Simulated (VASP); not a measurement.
A run of VASP 6.6.1:

The input INCAR:

```
ALGO = Normal
EDIFF = 1E-6
ENCUT = 520
GGA = PE
ISIF = 2
ISMEAR = 0
LASPH = True
LCHARG = True
LELF = True
LREAL = False
LVHAR = True
LWAVE = False
NBANDS = 14
NELM = 80
PREC = Accurate
SIGMA = 0.02
```

The input KPOINTS:

```
k-points
0
Gamma
  8 8 8
```

Contents of POSCAR:

```
NaF
1.0
    0.0000000000      2.3504971257      2.3504971257
    2.3504971257      0.0000000000      2.3504971257
    2.3504971257      2.3504971257      0.0000000000
Na F
1 1
Direct
    0.5000000000      0.5000000000      0.5000000000
    0.0000000000      0.0000000000      0.0000000000
```

Potentials or basis: VASP PAW PBE potentials, release 64 (Na_pv, F).

Launch:

```sh
$ cat potpaw_PBE.64/Na_pv/POTCAR potpaw_PBE.64/F/POTCAR > POTCAR
$ mpirun -np 1 vasp_std > vasp.out
```

Hardware: 1 thread of Intel(R) Xeon(R) 6975P-C (Granite Rapids) (shared host).

Q: Estimate the wall time of this run.

A: It took 6.6 s on 1 thread of Intel(R) Xeon(R) 6975P-C (Granite Rapids), with other jobs on the host, peak memory 0.15 GiB. Counts: scf iterations 12, k points 29.
